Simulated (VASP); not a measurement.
# LiF (P6_3mc) in VASP: G0W0 quasiparticle levels with PBE

Aim: the G0W0 quasiparticle levels of LiF with PBE.

Program: VASP 6.6.1. These are calculated values, not measurements. Logs are shortened: lines on timing, memory, paths and dates and some standing lists are left out, and cuts for length are marked.

## (1) The cell of the first run

It takes space group P6_3mc (No. 186, hexagonal). Conventional cell: a = 3.081 Å, b = 3.081 Å, c = 4.785 Å, α = 90.00°, β = 90.00°, γ = 120.00°. Within 2.5 Å of Li (site symmetry 3m) lie 4 F at 1.86 to 1.87 Å. Within 2.5 Å of F (site symmetry 3m) lie 4 Li at 1.86 to 1.87 Å.

## (2) G0W0 quasiparticle levels, PBE

POSCAR reads:

```
LiF
1.0
    3.0810519536      0.0000000000      0.0000000000
   -1.5405259768      2.6682692622      0.0000000000
    0.0000000000      0.0000000000      4.7852337566
Li F
2 2
Direct
    0.3333333333      0.6666666667      0.3824388611
    0.6666666667      0.3333333333      0.8824388611
    0.3333333333      0.6666666667      0.9925591389
    0.6666666667      0.3333333333      0.4925591389
```

INCAR.step1 reads:

```
SYSTEM = LiF
ALGO = Normal
EDIFF = 1E-8
ENCUT = 500
GGA = PE
ISMEAR = 0
LASPH = .True.
LCHARG = .False.
LREAL = .False.
LWAVE = .True.
NELM = 80
PREC = Accurate
SIGMA = 0.01
```

INCAR.step2 reads:

```
SYSTEM = LiF
ALGO = Exact
EDIFF = 1E-8
ENCUT = 500
GGA = PE
ISMEAR = 0
ISTART = 1
LASPH = .True.
LCHARG = .False.
LOPTICS = .True.
LREAL = .False.
LWAVE = .True.
NBANDS = 125
NELM = 1
PREC = Accurate
SIGMA = 0.01
```

INCAR.step3 reads:

```
SYSTEM = LiF
ALGO = EVGW0
EDIFF = 1E-8
ENCUT = 500
ENCUTGW = 120.0
GGA = PE
ISMEAR = 0
ISTART = 1
LASPH = .True.
LCHARG = .False.
LREAL = .False.
LWAVE = .False.
NBANDS = 125
NBANDSGW = 16
NELMGW = 1
NOMEGA = 96
OMEGAMAX = 20
PREC = Accurate
PRECFOCK = Fast
SIGMA = 0.01
```

KPOINTS reads:

```
k-points
0
Gamma
  6 6 4
  0 0 0
```

Potentials or basis: VASP PAW PBE potentials, release 64 (Li_GW, F_GW).

On the command line:

```console
$ cat potpaw_PBE.64/Li_GW/POTCAR potpaw_PBE.64/F_GW/POTCAR > POTCAR
$ cp INCAR.step1 INCAR
$ mpirun -np 1 vasp_std > vasp.out
$ cp INCAR.step2 INCAR
$ mpirun -np 1 vasp_std > vasp.out
$ cp INCAR.step3 INCAR
$ mpirun -np 1 vasp_std > vasp.out
```

OUTCAR:

```text
SYSTEM = LiF
   EDIFF = 1E-8
   ENCUT = 500
   ENCUTGW = 120.0
   GGA = PE
   ISMEAR = 0
   ISTART = 1
   LASPH = .True.
   LREAL = .False.
   NELMGW = 1
   PREC = Accurate
   PRECFOCK = Fast

 ion  position               nearest neighbor table
   1  0.333  0.667  0.382-   4 1.86   4 1.86   4 1.86   3 1.87   2 2.98   2 2.98   2 2.98   2 2.98
                             2 2.98   2 2.98
   2  0.667  0.333  0.882-   3 1.86   3 1.86   3 1.86   4 1.87   1 2.98   1 2.98   1 2.98   1 2.98
                             1 2.98   1 2.98
   3  0.333  0.667  0.993-   2 1.86   2 1.86   2 1.86   1 1.87
   4  0.667  0.333  0.493-   1 1.86   1 1.86   1 1.86   2 1.87

  LATTYP: Found a hexagonal cell.
 ALAT       =     3.0810519536
 C/A-ratio  =     1.5531168668

  Lattice vectors:

 A1 = (   3.0810519536,   0.0000000000,   0.0000000000)
 A2 = (  -1.5405259768,   2.6682692622,   0.0000000000)
 A3 = (   0.0000000000,   0.0000000000,   4.7852337566)

Analysis of symmetry for initial positions (statically):
=====================================================================
 Subroutine PRICEL returns:
 Original cell was already a primitive cell.

 Routine SETGRP: Setting up the symmetry group for a
 hexagonal supercell.

 Subroutine GETGRP returns: Found 12 space group operations
 (whereof  6 operations were pure point group operations)
 out of a pool of 24 trial point group operations.

The static configuration has the point symmetry C_3v.
 The point group associated with its full space group is C_6v.

Analysis of symmetry for dynamics (positions and initial velocities):
=====================================================================
 Subroutine PRICEL returns:
 Original cell was already a primitive cell.

 Routine SETGRP: Setting up the symmetry group for a
 hexagonal supercell.

 Subroutine GETGRP returns: Found 12 space group operations
 (whereof  6 operations were pure point group operations)
 out of a pool of 24 trial point group operations.

The dynamic configuration has the point symmetry C_3v.
 The point group associated with its full space group is C_6v.

 Subroutine INISYM returns: Found 12 space group operations
 (whereof  6 operations are pure point group operations),
 and found     1 'primitive' translations

----------------------------------------------------------------------------------------

                                     Primitive cell

  volume of cell :      39.3398

  direct lattice vectors                    reciprocal lattice vectors
     3.081051954  0.000000000  0.000000000     0.324564472  0.187387385  0.000000000
    -1.540525977  2.668269262  0.000000000     0.000000000  0.374774770  0.000000000
     0.000000000  0.000000000  4.785233757     0.000000000  0.000000000  0.208976207

  length of vectors
     3.081051954  3.081051954  4.785233757     0.374774770  0.374774770  0.208976207

  position of ions in fractional coordinates (direct lattice)
     0.333333333  0.666666667  0.382438861
     0.666666667  0.333333333  0.882438861
     0.333333333  0.666666667  0.992559139
     0.666666667  0.333333333  0.492559139

  ion indices of the primitive-cell ions
   primitive index   ion index
                 1           1
                 2           2
                 3           3
                 4           4

----------------------------------------------------------------------------------------

 KPOINTS: k-points

Automatic generation of k-mesh.
 Grid dimensions read from file:
 generate k-points for:    6    6    4

 Generating k-lattice:

  Cartesian coordinates                     Fractional coordinates (reciprocal lattice)
     0.054094079  0.031231231  0.000000000     0.166666667 -0.000000000  0.000000000
     0.000000000  0.062462462  0.000000000     0.000000000  0.166666667  0.000000000
     0.000000000  0.000000000  0.052244052     0.000000000  0.000000000  0.250000000

  Length of vectors
     0.062462462  0.062462462  0.052244052

  Shift w.r.t. Gamma in fractional coordinates (k-lattice)
     0.000000000  0.000000000  0.000000000

 Subroutine IBZKPT returns following result:
 ===========================================

 Found     21 irreducible k-points:

 Following reciprocal coordinates:
            Coordinates               Weight
  0.000000  0.000000  0.000000      1.000000
  0.166667 -0.000000  0.000000      6.000000
  0.333333  0.000000  0.000000      6.000000
  0.500000 -0.000000  0.000000      3.000000
  0.166667  0.166667  0.000000      6.000000
  0.333333  0.166667  0.000000     12.000000
[... 13 lines left out ...]
  0.333333  0.166667  0.500000     12.000000
  0.333333  0.333333  0.500000      2.000000
   k-points           NKPTS =     21   k-points in BZ     NKDIM =    144   number of bands    NBANDS=    125
   number of dos      NEDOS =    301   number of ions     NIONS =      4
   total plane-waves  NPLWV =  20736
   dimension x,y,z NGX =    24 NGY =   24 NGZ =   36
   dimension x,y,z NGXF=    48 NGYF=   48 NGZF=   72
   ions per type =               2   2
   NGX,Y,Z   is equivalent  to a cutoff of  12.95, 12.95, 12.51 a.u.
   NGXF,Y,Z  is equivalent  to a cutoff of  25.90, 25.90, 25.01 a.u.
 SYSTEM =  LiF
   PREC   = accura    normal or accurate (medium, high low for compatibility)
   ISTART =      1    job   : 0-new  1-cont  2-samecut
   ICHARG =      0    charge: 1-file 2-atom 10-const
   ISPIN  =      1    spin polarized calculation?
   LNONCOLLINEAR =      F non collinear calculations
   LSORBIT =      F    spin-orbit coupling
   LASPH  =      T    aspherical Exc in radial PAW
   ENCUT  =  500.0 eV  36.75 Ry    6.06 a.u.   5.62  5.62  8.72*2*pi/ulx,y,z
   NELM   =     60;   NELMIN=  2; NELMDL=  0     # of ELM steps
   EDIFF  = 0.1E-07   stopping-criterion for ELM
   LREAL  =      F    real-space projection
   EDIFFG = 0.1E-06   stopping-criterion for IOM
   NSW    =      0    number of steps for IOM
   IBRION =     -1    ionic relax: 0-MD 1-quasi-New 2-CG
   NFREE  =      0    steps in history (QN), initial steepest desc. (CG)
   ISIF   =      0    stress and relaxation
   ISYM   =      3    0-nonsym 1-usesym 2-fastsym
   POTIM  = 0.5000    time-step for ionic-motion
   TEBEG  =    0.0;   TEEND  =   0.0 temperature during run
   PSTRESS=    0.0 pullay stress
   NELECT =      16.0000    total number of electrons
   NUPDOWN=      -1.0000    fix difference up-down
   EMIN   =  10.00;   EMAX   =-10.00  energy-range for DOS
   EFERMI =   0.00;   METHOD = LEGACY
   ISMEAR =     0;   SIGMA  =   0.01  broadening in eV -4-tet -1-fermi 0-gaus
   EFERMI_NEDOS =   21; number of points for ismear=-14 and -15
   IALGO  =     38    algorithm
   IMIX   =      4    mixing-type and parameters
     AMIX     =   0.40;   BMIX     =  1.00
     AMIX_MAG =   1.60;   BMIX_MAG =  1.00
  volume/ion in A,a.u.               =       9.83        66.37
  Fermi-wavevector in a.u.,A,eV,Ry     =   1.212935  2.292115 20.017047  1.471211
  Thomas-Fermi vector in A             =   2.348403
   LORBIT       =      0    0 simple, 1 ext, 2 COOP (PROOUT), +10 PAW based schemes
   GGA     = PE    functional components
   LHFCALC =     T    Hartree Fock is set to
   PRECFOCK=fast      Normal, Fast or Accurate (Low or Medium for compatibility)
   ENCUT4O =  -1.0   cutoff for four orbital integrals eV
   NKREDX  =     1    reduce k-point grid by
   NKREDY  =     1    reduce k-point grid by
   NKREDZ  =     1    reduce k-point grid by
   AEXX    =    1.0000 exact exchange contribution
   HFSCREEN=    0.0000 screening length (either q_TF or 0.3 A-1)
   HFSCREENC=   0.0000 screening length for correlation (either q_TF or 0.3 A-1)
   ENCUTFOCK=  -1.0 apply spherical cutoff to Coloumb kernel
   IVDW    =     0    specifies the selected vdW correction
   LEPSILON=     F    determine dielectric tensor
   LRPA    =     F    only Hartree local field effects (RPA)
   LRPAFORCE           =     F    calculate RPA forces
   ENCUTGW             = 120.0    cutoff for response function in eV
   ENCUTGWSOFT         =  96.0    soft cutoff for Coulomb kernel in GW response function in eV
   ENCUTLF             =  -1.0    cutoff for local field effects
   NELMGW              =     1    number of iterations in solving QP/BSE equation
   NELMHF              =     1    number of iterations in the inner HF iteration
   NKREDLFX            =     1    NKREDLFY  =   1   NKREDLFZ  =   1
 non-spin polarized calculation
 Gauss-broadening in eV      SIGMA  =   0.01
  energy-cutoff  :      500.00
  volume of cell :       39.34
 maximum number of plane-waves:      1019
 NGX is ok and might be reduce to    24
  NGX = 14; NGY = 14; NGZ = 24
   NGX = 11   NGY = 11   NGZ = 17
 maximum number of plane-waves:       129
 NGX is ok and might be reduce to    14

 QP shifts <psi_nk| G(iteration)W_0 |psi_nk>: iteration 1
 for sc-GW calculations column KS-energies equals QP-energies in previous step
 and V_xc(KS)=  KS-energies - (<T + V_ion + V_H > + <T+V_H+V_ion>^1  + <V_x>^1)

 k-point   1 :       0.0000    0.0000    0.0000
  band No.  KS-energies  QP-energies   sigma(KS)   V_xc(KS)     V^pw_x(r,r')   Z            occupation Imag(sigma)

      1     -23.7498     -27.9888     -28.4563     -22.6254     -36.7890       0.7270       2.0000       0.7913
      2     -23.4580     -27.5438     -28.9291     -23.1067     -37.2263       0.7017       2.0000       0.7015
      3      -6.4475      -9.6907     -22.6137     -18.5957     -26.7487       0.8072       2.0000       0.0500
      4      -4.7412      -7.6288     -25.5274     -21.9636     -29.9455       0.8102       2.0000       0.0411
      5      -4.7412      -7.6288     -25.5274     -21.9636     -29.9455       0.8102       2.0000       0.0411
      6      -4.4154      -7.2283     -25.9635     -22.5008     -30.3995       0.8123       2.0000       0.0399
[... 8 lines left out ...]
     15      15.4189      17.8818      -5.7858      -8.6070      -2.5953       0.8730       0.0000      -0.0502
     16      16.3669      18.8195      -5.0572      -7.8452      -1.8464       0.8797       0.0000      -0.0561

 k-point   2 :       0.1667   -0.0000    0.0000
  band No.  KS-energies  QP-energies   sigma(KS)   V_xc(KS)     V^pw_x(r,r')   Z            occupation Imag(sigma)

      1     -23.7075     -27.8982     -28.5302     -22.7046     -36.8607       0.7194       2.0000       0.7761
      2     -23.4545     -27.5315     -28.9502     -23.1313     -37.2488       0.7007       2.0000       0.6993
      3      -6.3107      -9.5191     -22.8368     -18.8640     -26.9935       0.8076       2.0000       0.0490
      4      -5.0412      -8.0025     -24.9185     -21.2624     -29.2622       0.8100       2.0000       0.0418
      5      -4.8966      -7.8087     -25.2767     -21.6789     -29.6718       0.8094       2.0000       0.0416
      6      -4.7509      -7.6508     -25.2984     -21.7250     -29.6588       0.8115       2.0000       0.0404
[... 8 lines left out ...]
     15      15.7067      18.1559      -5.5763      -8.3807      -2.3558       0.8733       0.0000      -0.0546
     16      15.9078      18.0163      -5.3111      -7.7421      -2.0450       0.8674       0.0000      -0.0663

 k-point   3 :       0.3333    0.0000    0.0000
  band No.  KS-energies  QP-energies   sigma(KS)   V_xc(KS)     V^pw_x(r,r')   Z            occupation Imag(sigma)

      1     -23.6079     -27.7318     -28.7049     -22.8873     -37.0270       0.7089       2.0000       0.7420
      2     -23.4473     -27.5080     -28.9759     -23.1599     -37.2748       0.6982       2.0000       0.6961
      3      -6.1205      -9.2759     -23.1200     -19.2154     -27.2905       0.8081       2.0000       0.0475
      4      -5.5440      -8.6347     -23.9095     -20.0946     -28.1384       0.8102       2.0000       0.0438
      5      -5.2085      -8.2318     -24.6887     -20.9524     -29.0248       0.8092       2.0000       0.0427
      6      -5.1607      -8.1253     -24.8705     -21.2051     -29.2317       0.8088       2.0000       0.0427
[... 334 lines left out ...]
      1     -23.5035     -27.5715     -28.8872     -23.0738     -37.1960       0.6998       2.0000       0.7106
      2     -23.5035     -27.5715     -28.8872     -23.0738     -37.1960       0.6998       2.0000       0.7106
      3      -5.9347      -9.0996     -23.4444     -19.5329     -27.6532       0.8091       2.0000       0.0464
      4      -5.9347      -9.0996     -23.4444     -19.5329     -27.6532       0.8091       2.0000       0.0464
      5      -5.2613      -8.2630     -24.6163     -20.9058     -28.9460       0.8090       2.0000       0.0432
      6      -5.2613      -8.2630     -24.6163     -20.9058     -28.9460       0.8090       2.0000       0.0432
[... 8 lines left out ...]
     15      16.1497      18.4374      -6.0762      -8.7259      -2.7762       0.8634       0.0000      -0.0758
     16      16.1497      18.4374      -6.0762      -8.7259      -2.7762       0.8634       0.0000      -0.0758

 k-point  21 :       0.3333    0.3333    0.5000
  band No.  KS-energies  QP-energies   sigma(KS)   V_xc(KS)     V^pw_x(r,r')   Z            occupation Imag(sigma)

      1     -23.4888     -27.5514     -28.9168     -23.1037     -37.2237       0.6989       2.0000       0.7063
      2     -23.4888     -27.5514     -28.9168     -23.1037     -37.2237       0.6989       2.0000       0.7063
      3      -5.8286      -8.9351     -23.5610     -19.7211     -27.7686       0.8090       2.0000       0.0457
      4      -5.8286      -8.9351     -23.5610     -19.7211     -27.7686       0.8090       2.0000       0.0457
      5      -5.6001      -8.7113     -24.1189     -20.2698     -28.4166       0.8083       2.0000       0.0452
      6      -5.6001      -8.7113     -24.1189     -20.2698     -28.4166       0.8083       2.0000       0.0452
[... 8 lines left out ...]
     15      17.0327      19.6082      -5.9835      -8.9650      -2.6015       0.8638       0.0000      -0.0873
     16      17.0327      19.6082      -5.9835      -8.9650      -2.6015       0.8638       0.0000      -0.0873
```

It took 7 min on 1 thread of Intel Xeon 6975P-C (Granite Rapids), shared host; peak memory 0.61 GiB.

Results:

```yaml
Quasiparticle_gap: 12.03 eV
Least_direct_quasiparticle_gap: 12.03 eV
Band_gap_of_the_starting_levels_on_the_mesh: 7.84 eV
Least_direct_gap_of_the_starting_levels_on_the_mesh: 7.84 eV
```

Caveat: the k points lie up to 0.39 Å⁻¹ apart; bands, screening cutoff and mesh are small and nothing is extrapolated, so the quasiparticle values aren't converged.
